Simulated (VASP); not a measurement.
# Ge (Cmmm) in VASP: notebook, part 2 of 2

VASP 6.6.1.

## (4) Single point, LDA

INCAR

```
  PREC = Accurate
  ENCUT = 520
  EDIFF = 1E-6
  ISMEAR = -1
  SIGMA = 0.05
  LREAL = False
  LASPH = True
  NELM = 100
  ALGO = Normal
  ISIF = 2
  LWAVE = False
  LCHARG = True
  GGA = CA
  LELF = True
  LVHAR = True
  NBANDS = 13
```

KPOINTS

```
Automatic mesh
0
Gamma
  11 11 10
```

POSCAR

```
Ge
1.0
    1.3971490000     -2.6005160000      0.0000000000
    1.3971490000      2.6005160000      0.0000000000
    0.0000000000      0.0000000000      2.6982310000
Ge
1
Direct
    0.5000000000      0.5000000000      0.0000000000
```

Potentials or basis: VASP PAW LDA potentials, release 64 (Ge_d).

On the command line:

```sh
> cat potpaw_LDA.64/Ge_d/POTCAR > POTCAR
> mpirun -np 1 vasp_std > vasp.out
```

OUTCAR:

```text
PREC = Accurate
   ENCUT = 520
   EDIFF = 1E-6
   ISMEAR = -1
   LREAL = False
   LASPH = True
   NELM = 100
   ISIF = 2
   GGA = CA

 ion  position               nearest neighbor table
   1  0.500  0.500  0.000-

  LATTYP: Found a base centered orthorhombic cell.
 ALAT       =     2.7942980000
 B/A-ratio  =     1.8613018368
 C/A-ratio  =     0.9656203454

  Lattice vectors:

 A1 = (   1.3971490000,  -2.6005160000,   0.0000000000)
 A2 = (   1.3971490000,   2.6005160000,   0.0000000000)
 A3 = (   0.0000000000,   0.0000000000,   2.6982310000)

Analysis of symmetry for initial positions (statically):
=====================================================================
 Subroutine PRICEL returns:
 Original cell was already a primitive cell.

 Routine SETGRP: Setting up the symmetry group for a
 base centered orthorhombic supercell.

 Subroutine GETGRP returns: Found  8 space group operations
 (whereof  8 operations were pure point group operations)
 out of a pool of  8 trial point group operations.

The static configuration has the point symmetry D_2h.

Analysis of symmetry for dynamics (positions and initial velocities):
=====================================================================
 Subroutine PRICEL returns:
 Original cell was already a primitive cell.

 Routine SETGRP: Setting up the symmetry group for a
 base centered orthorhombic supercell.

 Subroutine GETGRP returns: Found  8 space group operations
 (whereof  8 operations were pure point group operations)
 out of a pool of  8 trial point group operations.

The dynamic configuration has the point symmetry D_2h.

 Subroutine INISYM returns: Found  8 space group operations
 (whereof  8 operations are pure point group operations),
 and found     1 'primitive' translations

----------------------------------------------------------------------------------------

                                     Primitive cell

  volume of cell :      19.6070

  direct lattice vectors                    reciprocal lattice vectors
     1.397149000 -2.600516000  0.000000000     0.357871637 -0.192269534  0.000000000
     1.397149000  2.600516000  0.000000000     0.357871637  0.192269534  0.000000000
     0.000000000  0.000000000  2.698231000     0.000000000  0.000000000  0.370613191

  length of vectors
     2.952068562  2.952068562  2.698231000     0.406250763  0.406250763  0.370613191

  position of ions in fractional coordinates (direct lattice)
     0.500000000  0.500000000  0.000000000

  ion indices of the primitive-cell ions
   primitive index   ion index
                 1           1

----------------------------------------------------------------------------------------

 KPOINTS: Automatic mesh

Automatic generation of k-mesh.
 Grid dimensions read from file:
 generate k-points for:   11   11   10

 Generating k-lattice:

  Cartesian coordinates                     Fractional coordinates (reciprocal lattice)
     0.032533785 -0.017479049  0.000000000     0.090909091  0.000000000  0.000000000
     0.032533785  0.017479049  0.000000000     0.000000000  0.090909091  0.000000000
     0.000000000  0.000000000  0.037061319     0.000000000  0.000000000  0.100000000

  Length of vectors
     0.036931888  0.036931888  0.037061319

  Shift w.r.t. Gamma in fractional coordinates (k-lattice)
     0.000000000  0.000000000  0.000000000

 Subroutine IBZKPT returns following result:
 ===========================================

 Found    216 irreducible k-points:

 Following reciprocal coordinates:
            Coordinates               Weight
  0.000000  0.000000  0.000000      1.000000
  0.090909  0.000000  0.000000      4.000000
  0.181818 -0.000000  0.000000      4.000000
  0.272727 -0.000000  0.000000      4.000000
  0.363636 -0.000000  0.000000      4.000000
  0.454545 -0.000000  0.000000      4.000000
[... 16 lines left out ...]
 -0.272727  0.181818  0.000000      4.000000
 -0.181818  0.181818  0.000000      2.000000
 [... further k-points ...]
   k-points           NKPTS =    216   k-points in BZ     NKDIM =    216   number of bands    NBANDS=     13
   number of dos      NEDOS =    301   number of ions     NIONS =      1
   total plane-waves  NPLWV =  11520
   dimension x,y,z NGX =    24 NGY =   24 NGZ =   20
   dimension x,y,z NGXF=    48 NGYF=   48 NGZF=   40
   ions per type =               1
   NGX,Y,Z   is equivalent  to a cutoff of  13.52, 13.52, 12.32 a.u.
   NGXF,Y,Z  is equivalent  to a cutoff of  27.03, 27.03, 24.65 a.u.
 SYSTEM =  unknown system
   PREC   = accura    normal or accurate (medium, high low for compatibility)
   ISTART =      0    job   : 0-new  1-cont  2-samecut
   ICHARG =      2    charge: 1-file 2-atom 10-const
   ISPIN  =      1    spin polarized calculation?
   LNONCOLLINEAR =      F non collinear calculations
   LSORBIT =      F    spin-orbit coupling
   LASPH  =      T    aspherical Exc in radial PAW
   ENCUT  =  520.0 eV  38.22 Ry    6.18 a.u.   5.49  5.49  5.02*2*pi/ulx,y,z
   NELM   =    100;   NELMIN=  2; NELMDL= -5     # of ELM steps
   EDIFF  = 0.1E-05   stopping-criterion for ELM
   LREAL  =      F    real-space projection
   EDIFFG = 0.1E-04   stopping-criterion for IOM
   NSW    =      0    number of steps for IOM
   IBRION =     -1    ionic relax: 0-MD 1-quasi-New 2-CG
   NFREE  =      0    steps in history (QN), initial steepest desc. (CG)
   ISIF   =      2    stress and relaxation
   ISYM   =      2    0-nonsym 1-usesym 2-fastsym
   POTIM  = 0.5000    time-step for ionic-motion
   TEBEG  =    0.0;   TEEND  =   0.0 temperature during run
   PSTRESS=    0.0 pullay stress
   NELECT =      14.0000    total number of electrons
   NUPDOWN=      -1.0000    fix difference up-down
   EMIN   =  10.00;   EMAX   =-10.00  energy-range for DOS
   EFERMI =   0.00;   METHOD = LEGACY
   ISMEAR =    -1;   SIGMA  =   0.05  broadening in eV -4-tet -1-fermi 0-gaus
   EFERMI_NEDOS =   21; number of points for ismear=-14 and -15
   IALGO  =     38    algorithm
   IMIX   =      4    mixing-type and parameters
     AMIX     =   0.40;   BMIX     =  1.00
     AMIX_MAG =   1.60;   BMIX_MAG =  1.00
  volume/ion in A,a.u.               =      19.61       132.31
  Fermi-wavevector in a.u.,A,eV,Ry     =   1.463234  2.765111 29.130796  2.141053
  Thomas-Fermi vector in A             =   2.579353
   LORBIT       =      0    0 simple, 1 ext, 2 COOP (PROOUT), +10 PAW based schemes
   GGA     = CA    functional components
   LHFCALC =     F    Hartree Fock is set to
   AEXX    =    0.0000 exact exchange contribution
   IVDW    =     0    specifies the selected vdW correction
   LEPSILON=     F    determine dielectric tensor
   LRPA    =     F    only Hartree local field effects (RPA)
 non-spin polarized calculation
  energy-cutoff  :      520.00
  volume of cell :       19.61
 maximum number of plane-waves:       542
 NGX is ok and might be reduce to    24
   NGX = 11   NGY = 11   NGZ = 11

 number of electron      14.0000003 magnetization

 Free energy of the ion-electron system (eV)
  ---------------------------------------------------
  ext. energy  EPLUGINS =         0.00000000
  ---------------------------------------------------
  free energy    TOTEN  =        -4.96210454 eV

  energy without entropy =       -4.95806981  energy(sigma->0) =       -4.96008717

 E-fermi :   5.8987     XC(G=0): -11.3208

 val. band max:        5.8942093783   @ k =   0.4545   0.0909   0.4000
 cond. band min:       5.9183932240   @ k =   0.3636   0.1818   0.1000
 fundamental gap:      0.0241838457
 Fermi energy:         5.8987275444

 k-point     1 :       0.0000    0.0000    0.0000
  band No.  band energies     occupation
      1     -18.8786      2.00000
      2     -18.8240      2.00000
      3     -18.7733      2.00000
      4     -18.6678      2.00000
      5     -18.6479      2.00000
      6      -6.9256      2.00000
      7      12.5379      0.00000
      8      12.9717      0.00000
      9      14.4659      0.00000
     10      16.2024      0.00000
     11      18.4783      0.00000
     12      20.8193      0.00000
     13      20.9981      0.00000
[... 353 lines left out ...]
 k-point    24 :      -0.1818    0.1818    0.0000
  band No.  band energies     occupation
      1     -18.8700      2.00000
      2     -18.8198      2.00000
      3     -18.7484      2.00000
      4     -18.6795      2.00000
      5     -18.6502      2.00000
      6      -6.2212      2.00000
      7       8.1526      0.00000
      8      13.0680      0.00000
      9      13.1930      0.00000
     10      16.6373      0.00000
     11      18.0975      0.00000
     12      23.6806      0.00000
     13      23.7809      0.00000

 [... further k-points ...]
[... 5 lines left out ...]
  --------------------------------------------------------------------------------------
  -------------------------------------------------------------------------------------
  Total       -0.5421963     -0.8987776     -0.6597219      0.0000000      0.0000000      0.0000000
  in kB      -44.3053064    -73.4431721    -53.9088583      0.0000000      0.0000000      0.0000000
  external PRESSURE =     -57.2191123 kB  Pullay stress =       0.0000000 kB

 VOLUME and BASIS-vectors are now :
 -----------------------------------------------------------------------------
  energy-cutoff  :      520.00
  volume of cell :       19.61
      direct lattice vectors                 reciprocal lattice vectors
     1.397149000 -2.600516000  0.000000000     0.357871637 -0.192269534  0.000000000
     1.397149000  2.600516000  0.000000000     0.357871637  0.192269534  0.000000000
     0.000000000  0.000000000  2.698231000     0.000000000  0.000000000  0.370613191

 POSITION                                       TOTAL-FORCE (eV/Angst)
 -----------------------------------------------------------------------------------
      1.39715      0.00000      0.00000         0.000000     -0.000000      0.000000
 -----------------------------------------------------------------------------------
    total drift:                               -0.000000     -0.000000     -0.000000

  FREE ENERGIE OF THE ION-ELECTRON SYSTEM (eV)
  ---------------------------------------------------
  free  energy   TOTEN  =        -4.9621045358 eV

  energy  without entropy=       -4.9580698121  energy(sigma->0) =       -4.96008717
```

stdout:

```text
POSCAR found type information on POSCAR Ge
 POSCAR found :  1 types and       1 ions
 scaLAPACK will be used
 LDA part: xc-table for (Slater(with rela. corr.)+CA(PZ))
 , standard interpolation
 POSCAR, INCAR and KPOINTS ok, starting setup
 FFT: planning ... GRIDC
 FFT: planning ... GRID_SOFT
 FFT: planning ... GRID
 WAVECAR not read
 entering main loop
```

Wall time 48 s (1 thread of Intel Xeon 8259CL, shared host); peak memory 0.16 GiB.

What came out:

```
Free energy            : -4.9621 eV
Pressure               : -5.7 GPa
Band gap on the k mesh : zero (bands 7 and 8 overlap by 8.98 eV)
```

Caveat: the cell stands under tension.

## (5) Relaxation of cell and atoms, PBE

INCAR

```
SYSTEM = Ge
PREC = Accurate
ENCUT = 600
EDIFF = 1E-7
ISMEAR = -1
SIGMA = 0.05
LREAL = .False.
LASPH = .True.
NELM = 80
ALGO = Normal
ISIF = 3
LWAVE = .False.
LCHARG = .False.
GGA = PE
IBRION = 2
NSW = 60
EDIFFG = -0.01
```

KPOINTS

```
Automatic mesh
0
Gamma
  11 11 10
  0 0 0
```

POSCAR is that of step 4.

Potentials or basis: VASP PAW PBE potentials, release 64 (Ge_d).

On the command line:

```sh
> cat potpaw_PBE.64/Ge_d/POTCAR > POTCAR
> mpirun -np 1 vasp_std > vasp.out
```

It took 5.3 min on 1 thread of Intel Xeon 8259CL, shared host; peak memory 0.19 GiB.

It converged, with:

```
Free energy                           : -4.2742 eV
Relaxed volume                        : 19.41 Å³/atom
Relaxed cell                          : a = 2.883 Å, b = 2.883 Å, c = 2.718 Å, α = 90.00°, β = 90.00°, γ = 120.81°
Space group after relaxing (to 0.1 Å) : P6/mmm (No. 191)
Energy gained by relaxing             : 5.3 meV/atom
Ionic steps                           : 12
Pressure after relaxing               : 0.0 GPa
Band gap on the k mesh                : zero (bands 7 and 8 overlap by 8.78 eV)
```

The path:
| step | energy change (eV) | largest force (eV/Å) | pressure (GPa) | volume (Å³) |
| --- | --- | --- | --- | --- |
| 1 | 0.0000 | 0.0000 | -0.55 | 19.61 |
| 2 | -0.0038 | 0.0000 | 0.05 | 19.42 |
| 3 | -0.0045 | 0.0000 | 0.38 | 19.31 |
| 4 | -0.0046 | 0.0000 | 0.54 | 19.27 |
| 5 | -0.0052 | 0.0000 | -0.08 | 19.44 |
| 6 | -0.0052 | 0.0000 | -0.12 | 19.45 |
| 7 | -0.0053 | 0.0000 | -0.14 | 19.44 |
| 8 | -0.0053 | 0.0000 | -0.11 | 19.44 |
| 9 | -0.0053 | 0.0000 | -0.06 | 19.44 |
| 10 | -0.0053 | 0.0000 | -0.08 | 19.43 |
| 11 | -0.0053 | 0.0000 | 0.19 | 19.39 |
| 12 | -0.0053 | 0.0000 | 0.02 | 19.41 |

Final structure:
```
Ge
1.0
     1.42399   -2.50697    0.00000
     1.42399    2.50697    0.00000
     0.00000    0.00000    2.71819
Ge
1
Cartesian
  1.4240 0.0000 0.0000
```

Levels at points of the mesh, in eV from the Fermi level:
| k point | band 3 | band 4 | band 5 | band 6 | band 7 | band 8 | band 9 | band 10 | band 11 |
| --- | --- | --- | --- | --- | --- | --- | --- | --- | --- |
| (0.00, 0.00, 0.00) | -24.69 | -24.55 | -24.54 | -12.97 | 6.30 | 8.10 | 8.41 | 9.93 | 13.84 |
| (0.00, 0.00, 0.50) | -24.61 | -24.60 | -24.57 | -9.33 | -5.75 | 10.81 | 11.13 | 16.66 | 17.11 |

## (6) Relaxation of cell and atoms, LDA

INCAR

```
PREC = Accurate
ENCUT = 600
EDIFF = 1E-6
ISMEAR = -1
SIGMA = 0.05
LREAL = False
LASPH = True
NELM = 80
ALGO = Normal
ISIF = 3
LWAVE = False
LCHARG = False
IBRION = 2
NSW = 60
EDIFFG = -0.01
```

KPOINTS

```
regular mesh
0
Gamma
  11 11 10
```

POSCAR is that of step 5.

Potentials or basis: VASP PAW LDA potentials, release 64 (Ge_d).

On the command line:

```sh
> cat potpaw_LDA.64/Ge_d/POTCAR > POTCAR
> mpirun -np 1 vasp_std > vasp.out
```

It took 4.2 min on 1 thread of Intel Xeon 8259CL, shared host; peak memory 0.18 GiB.

Results (log left out):

- Free energy: -4.9964 eV
- Relaxed volume: 17.98 Å³/atom
- Relaxed cell: a = 2.811 Å, b = 2.811 Å, c = 2.650 Å, α = 90.00°, β = 90.00°, γ = 120.84°
- Space group after relaxing (to 0.1 Å): P6/mmm (No. 191)
- Energy gained by relaxing: 34.2 meV/atom
- Ionic steps: 12
- Pressure after relaxing: 0.0 GPa
- Band gap on the k mesh: zero (bands 7 and 8 overlap by 9.39 eV)

Step by step:
```tsv
step	energy change (eV)	largest force (eV/Å)	pressure (GPa)	volume (Å³)
1	0.0000	0.0000	-5.68	19.61
2	-0.0306	0.0000	1.63	17.70
3	-0.0318	0.0000	0.31	17.99
4	-0.0317	0.0000	0.03	18.03
5	-0.0333	0.0000	-0.12	18.04
6	-0.0339	0.0000	-0.19	18.04
7	-0.0342	0.0000	-0.27	18.05
8	-0.0342	0.0000	-0.24	18.05
9	-0.0342	0.0000	-0.25	18.05
10	-0.0342	0.0000	0.36	17.95
11	-0.0342	0.0000	-0.09	17.99
12	-0.0342	0.0000	0.04	17.98
```

Final structure:
```yaml
crystal:
  lattice:
    - [1.38773, -2.44506, 0.00000]
    - [1.38773, 2.44506, 0.00000]
    - [0.00000, 0.00000, 2.64986]
  atoms:
    - { symbol: Ge, position: [0.50000, 0.50000, 0.00000] }
```

Levels at points of the mesh, in eV from the Fermi level:
```csv
k point,band 4,band 5,band 6,band 7,band 8,band 9,band 10,band 11
"(0.00, 0.00, 0.00)",-24.64,-24.64,-13.62,6.62,8.61,8.96,10.34,14.39
"(0.00, 0.00, 0.50)",-24.72,-24.69,-9.65,-6.23,11.61,11.96,17.38,17.88
```

## (7) Summary

```tsv
task	level	potentials or basis	cell	k mesh	cutoff (eV)	smearing	grid for exact exchange (PRECFOCK)	share of exact exchange	screening parameter	gap on the mesh (eV)	pressure (GPa)	relaxed volume (Å³/atom)
single point	HSE06	VASP PAW PBE potentials, release 64 (Ge_d)	as given	6 × 6 × 6	520	fermi-dirac 0.05 eV	Normal	0.25	0.2079 1/Å	none	-2.8	-
single point	PBE	VASP PAW PBE potentials, release 64 (Ge_d)	as given	11 × 11 × 10	520	gaussian 0.011 eV	-	-	-	none	-0.8	-
single point	LDA	VASP PAW LDA potentials, release 64 (Ge_d)	as given	11 × 11 × 10	520	fermi-dirac 0.05 eV	-	-	-	none	-5.7	-
relaxation of cell and atoms	PBE	VASP PAW PBE potentials, release 64 (Ge_d)	relaxed	11 × 11 × 10	600	fermi-dirac 0.05 eV	-	-	-	none	0.0	19.41
relaxation of cell and atoms	LDA	VASP PAW LDA potentials, release 64 (Ge_d)	relaxed	11 × 11 × 10	600	fermi-dirac 0.05 eV	-	-	-	none	0.0	17.98
```

Alike in all rows: no spin polarisation.

Caveats: some runs use coarse meshes; the PAW data sets were made with another functional, which shifts forces and pressure a little (at least some runs); the cell stands under tension (at least some runs).

Total energies depend on the potentials used, so only differences within one code and one set of settings carry meaning.
